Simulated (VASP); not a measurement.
# CaF4 (Im-3m) in VASP: further runs

CaF4 is run at these levels: PBE+D3(BJ); tasks: single point.

Everything below comes from runs of VASP 6.6.1. Logs are shortened: lines on timing, memory, paths and dates and some standing lists are left out, and cuts for length are marked.

## (1) The cell of the first run

The structure is cubic, space group Im-3m (No. 229). Conventional cell: a = 5.360 Å, b = 5.360 Å, c = 5.360 Å, α = 90.00°, β = 90.00°, γ = 90.00°. Within 3.1 Å of Ca (site symmetry m-3m) lie 8 F at 2.32 Å. Within 3.1 Å of F (site symmetry -3m) lie 2 Ca at 2.32 Å and 6 F at 2.68 Å.

## (2) Single point, PBE+D3(BJ), collinear spin

The input, INCAR:

```
SYSTEM = CaF4
ALGO = Normal
EDIFF = 1E-6
ENCUT = 520
GGA = PE
ISIF = 2
ISMEAR = 0
ISPIN = 2
IVDW = 12
LASPH = .True.
LCHARG = .False.
LORBIT = 11
LREAL = .False.
LWAVE = .False.
MAGMOM = 0 0.55 0.55 0.55 0.55
NBANDS = 31
NELM = 150
PREC = Accurate
SIGMA = 0.1
```

The input, KPOINTS:

```
k-points
0
Gamma
  10 10 10
  0 0 0
```

The input, POSCAR:

```
CaF4
1.0
   -2.6799227686      2.6799227686      2.6799227686
    2.6799227686     -2.6799227686      2.6799227686
    2.6799227686      2.6799227686     -2.6799227686
Ca F
1 4
Direct
    0.0000000000      0.0000000000      0.0000000000
    0.5000129472      0.5000129472      0.5000129472
    0.4999870528      0.0000000000      0.0000000000
    0.0000000000      0.0000000000      0.4999870528
    0.0000000000      0.4999870528      0.0000000000
```

Potentials or basis: VASP PAW PBE potentials, release 64 (Ca_sv, F).

Command:

```bash
$ cat potpaw_PBE.64/Ca_sv/POTCAR potpaw_PBE.64/F/POTCAR > POTCAR
$ mpirun -np 1 vasp_std > vasp.out
```

OUTCAR:

```text
SYSTEM = CaF4
   EDIFF = 1E-6
   ENCUT = 520
   GGA = PE
   ISIF = 2
   ISMEAR = 0
   ISPIN = 2
   IVDW = 12
   LASPH = .True.
   LORBIT = 11
   LREAL = .False.
   NELM = 150
   PREC = Accurate
 IVDW          = 12

 ion  position               nearest neighbor table
   1  0.000  0.000  0.000-   2 2.32   3 2.32   4 2.32   5 2.32   2 2.32   4 2.32   5 2.32   3 2.32

   2  0.500  0.500  0.500-   1 2.32   1 2.32
   3  0.500  0.000  0.000-   1 2.32   1 2.32
   4  0.000  0.000  0.500-   1 2.32   1 2.32
   5  0.000  0.500  0.000-   1 2.32   1 2.32

  LATTYP: Found a body centered cubic cell.
 ALAT       =     5.3598455372

  Lattice vectors:

 A1 = (  -2.6799227686,   2.6799227686,   2.6799227686)
 A2 = (   2.6799227686,  -2.6799227686,   2.6799227686)
 A3 = (   2.6799227686,   2.6799227686,  -2.6799227686)

Analysis of symmetry for initial positions (statically):
=====================================================================
 Subroutine PRICEL returns:
 Original cell was already a primitive cell.

 Routine SETGRP: Setting up the symmetry group for a
 body centered cubic supercell.

 Subroutine GETGRP returns: Found 24 space group operations
 (whereof 24 operations were pure point group operations)
 out of a pool of 48 trial point group operations.

The static configuration has the point symmetry T_d .

Analysis of symmetry for dynamics (positions and initial velocities):
=====================================================================
 Subroutine PRICEL returns:
 Original cell was already a primitive cell.

 Routine SETGRP: Setting up the symmetry group for a
 body centered cubic supercell.

 Subroutine GETGRP returns: Found 24 space group operations
 (whereof 24 operations were pure point group operations)
 out of a pool of 48 trial point group operations.

The dynamic configuration has the point symmetry T_d .

Analysis of structural, dynamic, and magnetic symmetry:
=====================================================================
 Subroutine PRICEL returns:
 Original cell was already a primitive cell.

 Routine SETGRP: Setting up the symmetry group for a
 body centered cubic supercell.

 Subroutine GETGRP returns: Found 24 space group operations
 (whereof 24 operations were pure point group operations)
 out of a pool of 48 trial point group operations.

The overall configuration has the point symmetry T_d .

 Subroutine INISYM returns: Found 24 space group operations
 (whereof 24 operations are pure point group operations),
 and found     1 'primitive' translations

----------------------------------------------------------------------------------------

                                     Primitive cell

  volume of cell :      76.9887

  direct lattice vectors                    reciprocal lattice vectors
    -2.679922769  2.679922769  2.679922769     0.000000000  0.186572541  0.186572541
     2.679922769 -2.679922769  2.679922769     0.186572541  0.000000000  0.186572541
     2.679922769  2.679922769 -2.679922769     0.186572541  0.186572541  0.000000000

  length of vectors
     4.641762396  4.641762396  4.641762396     0.263853418  0.263853418  0.263853418

  position of ions in fractional coordinates (direct lattice)
     0.000000000  0.000000000  0.000000000
     0.500012947  0.500012947  0.500012947
     0.499987053  0.000000000  0.000000000
     0.000000000  0.000000000  0.499987053
     0.000000000  0.499987053  0.000000000

  ion indices of the primitive-cell ions
   primitive index   ion index
                 1           1
                 2           2
                 3           3
                 4           4
                 5           5

----------------------------------------------------------------------------------------

 KPOINTS: k-points

Automatic generation of k-mesh.
 Grid dimensions read from file:
 generate k-points for:   10   10   10

 Generating k-lattice:

  Cartesian coordinates                     Fractional coordinates (reciprocal lattice)
     0.000000000  0.018657254  0.018657254     0.100000000  0.000000000  0.000000000
     0.018657254  0.000000000  0.018657254     0.000000000  0.100000000  0.000000000
     0.018657254  0.018657254  0.000000000     0.000000000  0.000000000  0.100000000

  Length of vectors
     0.026385342  0.026385342  0.026385342

  Shift w.r.t. Gamma in fractional coordinates (k-lattice)
     0.000000000  0.000000000  0.000000000

 Subroutine IBZKPT returns following result:
 ===========================================

 Found     47 irreducible k-points:

 Following reciprocal coordinates:
            Coordinates               Weight
  0.000000  0.000000  0.000000      1.000000
  0.100000  0.000000  0.000000     12.000000
  0.200000  0.000000  0.000000     12.000000
  0.300000  0.000000  0.000000     12.000000
  0.400000  0.000000  0.000000     12.000000
  0.500000  0.000000  0.000000      6.000000
[... 16 lines left out ...]
  0.300000  0.300000  0.100000      8.000000
 -0.300000  0.300000  0.100000     24.000000
 [... further k-points ...]
   k-points           NKPTS =     47   k-points in BZ     NKDIM =     47   number of bands    NBANDS=     31
   number of dos      NEDOS =    301   number of ions     NIONS =      5
   total plane-waves  NPLWV =  46656
   dimension x,y,z NGX =    36 NGY =   36 NGZ =   36
   dimension x,y,z NGXF=    72 NGYF=   72 NGZF=   72
   ions per type =               1   4
   NGX,Y,Z   is equivalent  to a cutoff of  12.89, 12.89, 12.89 a.u.
   NGXF,Y,Z  is equivalent  to a cutoff of  25.79, 25.79, 25.79 a.u.
 SYSTEM =  CaF4
   PREC   = accura    normal or accurate (medium, high low for compatibility)
   ISTART =      0    job   : 0-new  1-cont  2-samecut
   ICHARG =      2    charge: 1-file 2-atom 10-const
   ISPIN  =      2    spin polarized calculation?
   LNONCOLLINEAR =      F non collinear calculations
   LSORBIT =      F    spin-orbit coupling
   LASPH  =      T    aspherical Exc in radial PAW
   ENCUT  =  520.0 eV  38.22 Ry    6.18 a.u.   8.63  8.63  8.63*2*pi/ulx,y,z
   NELM   =    150;   NELMIN=  2; NELMDL= -5     # of ELM steps
   EDIFF  = 0.1E-05   stopping-criterion for ELM
   LREAL  =      F    real-space projection
   EDIFFG = 0.1E-04   stopping-criterion for IOM
   NSW    =      0    number of steps for IOM
   IBRION =     -1    ionic relax: 0-MD 1-quasi-New 2-CG
   NFREE  =      0    steps in history (QN), initial steepest desc. (CG)
   ISIF   =      2    stress and relaxation
   ISYM   =      2    0-nonsym 1-usesym 2-fastsym
   POTIM  = 0.5000    time-step for ionic-motion
   TEBEG  =    0.0;   TEEND  =   0.0 temperature during run
   PSTRESS=    0.0 pullay stress
   NELECT =      38.0000    total number of electrons
   NUPDOWN=      -1.0000    fix difference up-down
   EMIN   =  10.00;   EMAX   =-10.00  energy-range for DOS
   EFERMI =   0.00;   METHOD = LEGACY
   ISMEAR =     0;   SIGMA  =   0.10  broadening in eV -4-tet -1-fermi 0-gaus
   EFERMI_NEDOS =   21; number of points for ismear=-14 and -15
   IALGO  =     38    algorithm
   IMIX   =      4    mixing-type and parameters
     AMIX     =   0.40;   BMIX     =  1.00
     AMIX_MAG =   1.60;   BMIX_MAG =  1.00
  volume/ion in A,a.u.               =      15.40       103.91
  Fermi-wavevector in a.u.,A,eV,Ry     =   1.293780  2.444890 22.774338  1.673867
  Thomas-Fermi vector in A             =   2.425404
   LORBIT       =     11    0 simple, 1 ext, 2 COOP (PROOUT), +10 PAW based schemes
   GGA     = PE    functional components
   LHFCALC =     F    Hartree Fock is set to
   AEXX    =    0.0000 exact exchange contribution
   IVDW    =    12    specifies the selected vdW correction
   LEPSILON=     F    determine dielectric tensor
   LRPA    =     F    only Hartree local field effects (RPA)
 spin polarized calculation
 Gauss-broadening in eV      SIGMA  =   0.10
  energy-cutoff  :      520.00
  volume of cell :       76.99
 maximum number of plane-waves:      2093
   NGX = 17   NGY = 17   NGZ = 17

 number of electron      37.9999973 magnetization       1.9999945

 Free energy of the ion-electron system (eV)
  ---------------------------------------------------
  ext. energy  EPLUGINS =         0.00000000
  ---------------------------------------------------
  free energy    TOTEN  =       -19.63088039 eV

  energy without entropy =      -19.60112410  energy(sigma->0) =      -19.61600225

 E-fermi :  -3.4649     XC(G=0):  -8.5261

 val. band max:       -3.4657288536   @ k =   0.4000   0.2000   0.0000
 cond. band min:      -3.4647666099   @ k =  -0.3000   0.4000   0.1000
 fundamental gap:      0.0009622437
 Fermi energy:        -3.4648798716

 spin component 1

 k-point     1 :       0.0000    0.0000    0.0000
  band No.  band energies     occupation
      1     -39.1837      1.00000
      2     -24.2113      1.00000
      3     -23.7049      1.00000
      4     -23.7049      1.00000
      5     -23.7049      1.00000
      6     -20.2900      1.00000
[... 23 lines left out ...]
     30      15.3316      0.00000
     31      15.3316      0.00000

 k-point     2 :       0.1000    0.0000    0.0000
  band No.  band energies     occupation
      1     -39.1831      1.00000
      2     -24.2129      1.00000
      3     -23.7324      1.00000
      4     -23.7191      1.00000
      5     -23.7057      1.00000
      6     -20.2896      1.00000
[... 23 lines left out ...]
     30      15.1919      0.00000
     31      15.3360      0.00000

 k-point     3 :       0.2000    0.0000    0.0000
  band No.  band energies     occupation
      1     -39.1815      1.00000
      2     -24.2170      1.00000
      3     -23.8016      1.00000
      4     -23.7563      1.00000
      5     -23.7087      1.00000
      6     -20.2887      1.00000
[... 703 lines left out ...]
     30      16.0324      0.00000
     31      16.0325      0.00000

 k-point    24 :      -0.3000    0.3000    0.1000
  band No.  band energies     occupation
      1     -39.1790      1.00000
      2     -24.2237      1.00000
      3     -23.9066      1.00000
      4     -23.8721      1.00000
      5     -23.6511      1.00000
      6     -20.2391      1.00000
[... 23 lines left out ...]
     30      13.7668      0.00000
     31      14.7365      0.00000

 [... further k-points ...]

 spin component 2

 k-point     1 :       0.0000    0.0000    0.0000
  band No.  band energies     occupation
      1     -39.1950      1.00000
      2     -23.3565      1.00000
      3     -22.8147      1.00000
      4     -22.8147      1.00000
      5     -22.8147      1.00000
      6     -20.3003      1.00000
[... 23 lines left out ...]
     30      15.7363      0.00000
     31      15.7368      0.00000

 k-point     2 :       0.1000    0.0000    0.0000
  band No.  band energies     occupation
      1     -39.1945      1.00000
      2     -23.3623      1.00000
      3     -22.8498      1.00000
      4     -22.8362      1.00000
      5     -22.8156      1.00000
      6     -20.3000      1.00000
[... 23 lines left out ...]
     30      15.5365      0.00000
     31      15.5673      0.00000

 k-point     3 :       0.2000    0.0000    0.0000
  band No.  band energies     occupation
      1     -39.1931      1.00000
      2     -23.3796      1.00000
      3     -22.9321      1.00000
      4     -22.8908      1.00000
      5     -22.8189      1.00000
      6     -20.2991      1.00000
[... 703 lines left out ...]
     30      16.3010      0.00000
     31      16.3010      0.00000

 k-point    24 :      -0.3000    0.3000    0.1000
  band No.  band energies     occupation
      1     -39.1908      1.00000
      2     -23.4084      1.00000
      3     -23.0523      1.00000
      4     -23.0304      1.00000
      5     -22.7602      1.00000
      6     -20.2380      1.00000
[... 23 lines left out ...]
     30      13.9922      0.00000
     31      14.9785      0.00000

 [... further k-points ...]

------------------------ aborting loop because EDIFF is reached ----------------------------------------

 Edisp (eV)   -0.41841

 E8    (eV) :    -0.1556

  FORCE on cell =-STRESS in cart. coord.  units (eV):
  Direction    XX          YY          ZZ          XY          YZ          ZX
  --------------------------------------------------------------------------------------
  -------------------------------------------------------------------------------------
  Total       0.00609     0.00609     0.00609     0.00000     0.00000    -0.00000
  in kB       0.12682     0.12682     0.12682     0.00000     0.00000    -0.00000
  external pressure =        0.13 kB  Pullay stress =        0.00 kB

 VOLUME and BASIS-vectors are now :
 -----------------------------------------------------------------------------
  energy-cutoff  :      520.00
  volume of cell :       76.99
      direct lattice vectors                 reciprocal lattice vectors
    -2.679922769  2.679922769  2.679922769     0.000000000  0.186572541  0.186572541
     2.679922769 -2.679922769  2.679922769     0.186572541  0.000000000  0.186572541
     2.679922769  2.679922769 -2.679922769     0.186572541  0.186572541  0.000000000

 POSITION                                       TOTAL-FORCE (eV/Angst)
 -----------------------------------------------------------------------------------
      0.00000      0.00000      0.00000        -0.000000      0.000000      0.000000
      1.34000      1.34000      1.34000        -0.000210     -0.000210     -0.000210
     -1.33993      1.33993      1.33993        -0.000210      0.000210      0.000210
      1.33993      1.33993     -1.33993         0.000210      0.000210     -0.000210
      1.33993     -1.33993      1.33993         0.000210     -0.000210      0.000210
 -----------------------------------------------------------------------------------
    total drift:                                0.000000      0.000000      0.000000

  FREE ENERGIE OF THE ION-ELECTRON SYSTEM (eV)
  ---------------------------------------------------
  free  energy   TOTEN  =       -20.0492931826 eV

  energy  without entropy=      -20.0195368926  energy(sigma->0) =      -20.03441504

 total charge

# of ion       s       p       d       tot
------------------------------------------
    1        2.020   5.876   0.218   8.114
    2        1.749   4.199   0.000   5.948
    3        1.749   4.199   0.000   5.948
    4        1.749   4.199   0.000   5.948
    5        1.749   4.199   0.000   5.948
--------------------------------------------------
tot          9.018  22.670   0.218  31.906

 magnetization (x)

# of ion       s       p       d       tot
------------------------------------------
    1       -0.002  -0.002  -0.011  -0.015
    2        0.002   0.454   0.000   0.456
    3        0.002   0.454   0.000   0.456
    4        0.002   0.454   0.000   0.456
    5        0.002   0.454   0.000   0.456
--------------------------------------------------
tot          0.008   1.813  -0.011   1.810
```

Wall time 2.4 min (1 thread of Intel Xeon Platinum 8488C (Sapphire Rapids), shared host); peak memory 0.35 GiB.

What came out:

```yaml
Free_energy: -20.0493 eV
Pressure: 0.0 GPa
Band_gap_on_the_k_mesh: zero (filled and empty bands overlap)
Net_moment: 2.00 μB per cell
Site_moments: Ca -0.01; F +0.46 μB
Valence_electrons_inside_the_program's_atomic_spheres: Ca 8.11; F 5.95
Dispersion_energy_per_atom: -0.084 eV
```

## (3) Single point, PBE+D3(BJ), collinear spin

This run uses another cell than the first one, of 15.44 Å³/atom.

The input, INCAR:

```
SYSTEM = CaF4
PREC = Accurate
ENCUT = 520
EDIFF = 1E-6
ISMEAR = 0
SIGMA = 0.2
LREAL = .False.
LASPH = .True.
NELM = 150
ALGO = Normal
ISIF = 2
LWAVE = .False.
LCHARG = .True.
ISPIN = 2
MAGMOM = 0 0.55 0.55 0.55 0.55
LORBIT = 11
GGA = PE
IVDW = 12
LELF = .True.
LVHAR = .True.
NBANDS = 31
```

The input, KPOINTS:

```
Automatic mesh
0
Gamma
  10 10 10
  0 0 0
```

The input, POSCAR:

```
CaF4
1.0
   -2.6822375199      2.6822375199      2.6822375199
    2.6822375199     -2.6822375199      2.6822375199
    2.6822375199      2.6822375199     -2.6822375199
Ca F
1 4
Direct
    0.0000000000      0.0000000000      0.0000000000
    0.4999992726      0.4999992726      0.4999992726
    0.5000007274      0.0000000000      0.0000000000
    0.0000000000      0.0000000000      0.5000007274
    0.0000000000      0.5000007274      0.0000000000
```

Potentials or basis: VASP PAW PBE potentials, release 64 (Ca_sv, F).

Command:

```bash
$ cat potpaw_PBE.64/Ca_sv/POTCAR potpaw_PBE.64/F/POTCAR > POTCAR
$ mpirun -np 1 vasp_std > vasp.out
```

OUTCAR:

```text
SYSTEM = CaF4
   PREC = Accurate
   ENCUT = 520
   EDIFF = 1E-6
   ISMEAR = 0
   LREAL = .False.
   LASPH = .True.
   NELM = 150
   ISIF = 2
   ISPIN = 2
   LORBIT = 11
   GGA = PE
   IVDW = 12
 IVDW          = 12

 ion  position               nearest neighbor table
   1  0.000  0.000  0.000-   2 2.32   3 2.32   4 2.32   5 2.32   5 2.32   4 2.32   3 2.32   2 2.32

   2  0.500  0.500  0.500-   1 2.32   1 2.32
   3  0.500  0.000  0.000-   1 2.32   1 2.32
   4  0.000  0.000  0.500-   1 2.32   1 2.32
   5  0.000  0.500  0.000-   1 2.32   1 2.32

  LATTYP: Found a body centered cubic cell.
 ALAT       =     5.3644750398

  Lattice vectors:

 A1 = (  -2.6822375199,   2.6822375199,   2.6822375199)
 A2 = (   2.6822375199,  -2.6822375199,   2.6822375199)
 A3 = (   2.6822375199,   2.6822375199,  -2.6822375199)

Analysis of symmetry for initial positions (statically):
[... 1847 lines left out ...]
  Direction    XX          YY          ZZ          XY          YZ          ZX
  --------------------------------------------------------------------------------------
  -------------------------------------------------------------------------------------
  Total      -0.00621    -0.00621    -0.00621    -0.00000    -0.00000     0.00000
  in kB      -0.12891    -0.12891    -0.12891    -0.00000    -0.00000     0.00000
  external pressure =       -0.13 kB  Pullay stress =        0.00 kB

 VOLUME and BASIS-vectors are now :
 -----------------------------------------------------------------------------
  energy-cutoff  :      520.00
  volume of cell :       77.19
      direct lattice vectors                 reciprocal lattice vectors
    -2.682237520  2.682237520  2.682237520     0.000000000  0.186411530  0.186411530
     2.682237520 -2.682237520  2.682237520     0.186411530  0.000000000  0.186411530
     2.682237520  2.682237520 -2.682237520     0.186411530  0.186411530  0.000000000

 POSITION                                       TOTAL-FORCE (eV/Angst)
 -----------------------------------------------------------------------------------
      0.00000      0.00000      0.00000        -0.000000      0.000000     -0.000000
      1.34112      1.34112      1.34112         0.000000      0.000000      0.000000
     -1.34112      1.34112      1.34112        -0.000000     -0.000000      0.000000
      1.34112      1.34112     -1.34112         0.000000     -0.000000     -0.000000
      1.34112     -1.34112      1.34112        -0.000000      0.000000     -0.000000
 -----------------------------------------------------------------------------------
    total drift:                               -0.000000     -0.000000     -0.000000

  FREE ENERGIE OF THE ION-ELECTRON SYSTEM (eV)
  ---------------------------------------------------
  free  energy   TOTEN  =       -20.0923891882 eV

  energy  without entropy=      -19.9823920078  energy(sigma->0) =      -20.03739060

 total charge

# of ion       s       p       d       tot
------------------------------------------
    1        2.020   5.875   0.217   8.112
    2        1.749   4.199   0.000   5.948
    3        1.749   4.199   0.000   5.948
    4        1.749   4.199   0.000   5.948
    5        1.749   4.199   0.000   5.948
--------------------------------------------------
tot          9.017  22.670   0.217  31.904

 magnetization (x)

# of ion       s       p       d       tot
------------------------------------------
    1       -0.002  -0.002  -0.011  -0.015
    2        0.002   0.453   0.000   0.456
    3        0.002   0.453   0.000   0.456
    4        0.002   0.453   0.000   0.456
    5        0.002   0.453   0.000   0.456
--------------------------------------------------
tot          0.008   1.810  -0.011   1.807
```

It took 2.4 min on 1 thread of Intel Xeon Platinum 8488C (Sapphire Rapids), shared host; peak memory 0.35 GiB.

Results:

```
Free energy                                           : -20.0924 eV
Pressure                                              : 0.0 GPa
Band gap on the k mesh                                : zero (filled and empty bands overlap)
Net moment                                            : 2.00 μB per cell
Site moments                                          : Ca -0.01; F +0.46 μB
Valence electrons inside the program's atomic spheres : Ca 8.11; F 5.95
Dispersion energy per atom                            : -0.083 eV
```
